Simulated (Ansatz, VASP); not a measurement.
# BN: VASP beside Ansatz

Contents of INCAR:

```
SYSTEM = BN
PREC     = Accurate       ! precision mode
ENCUT    = 600            ! plane-wave cutoff, eV
EDIFF    = 1E-6           ! SCF threshold, eV
ISMEAR   = 0              ! smearing method
SIGMA    = 0.1            ! smearing width, eV
LREAL    = .False.        ! projectors in reciprocal space
LASPH    = .True.         ! aspherical terms in the spheres
NELM     = 120            ! most SCF steps
ALGO     = Normal         ! electronic algorithm
ISIF     = 2              ! what is computed and relaxed
LWAVE    = .False.        ! write WAVECAR
LCHARG   = .False.        ! write CHGCAR
GGA      = PE             ! functional
IVDW     = 12             ! dispersion correction
NBANDS   = 16             ! bands
GGA_COMPAT= .False.
```

KPOINTS

```
Automatic mesh
0
Gamma
  9 9 4
  0 0 0
```

File POSCAR:

```
BN
1.0
    2.5360000000      0.0000000000      0.0000000000
   -1.2680000000      2.1962404240      0.0000000000
    0.0000000000      0.0000000000      4.1990000000
B N
2 2
Direct
    0.6666666667      0.3333333333      0.0000000000
    0.3333333333      0.6666666667      0.5000000000
    0.6666666667      0.3333333333      0.3750000000
    0.3333333333      0.6666666667      0.8750000000
```

Input for Ansatz:

```yaml
crystal:
  lattice:
    - [2.536, 0.0, 0.0]
    - [-1.268, 2.196240424, 0.0]
    - [0.0, 0.0, 4.199]
  atoms:
    - { symbol: B, position: [0.6666666667, 0.3333333333, 0.0] }
    - { symbol: B, position: [0.3333333333, 0.6666666667, 0.5] }
    - { symbol: "N", position: [0.6666666667, 0.3333333333, 0.375] }
    - { symbol: "N", position: [0.3333333333, 0.6666666667, 0.875] }
basis:
  ecutwfc: 420
kpoints:
  mp_grid: { grid: [9, 9, 4] }
hamiltonian:
  xc: pbe
  dispersion: d3bj
  pseudopotentials: { kind: paw }
scf:
  occupations: { method: gaussian, width: 0.1 }
output:
  forces: true
  stress: true
  eigenvalues: true
```

Alike in both runs: task single point; functional PBE; dispersion D3(BJ); k mesh 9 × 9 × 4; occupations gaussian, width 0.1 eV; no spin polarisation.

|  | VASP | Ansatz |
| --- | --- | --- |
| version | VASP 6.6.1 | Ansatz 0.2.0 |
| potentials or method | VASP PAW PBE potentials, release 64 (B, N), cutoff 600 eV | scalar-relativistic, plane waves, PAW |
| valence electrons in the cell | 16 | 16 |

```csv
,VASP,Ansatz,Ansatz less VASP
gap on the k mesh at the Fermi level (eV),5.20,5.22,+0.019
least direct gap on the mesh (eV),8.35,8.35,+0.006
pressure (GPa),2.2,2.2,-0.03
"traceless stress, the component that is largest in VASP (GPa)",-0.82,-0.78,+0.042
rms of the force components (eV/Å),0.032,0.031,-0.0014
```

Atom by atom the forces differ by 0.001 eV/Å (rms over components).
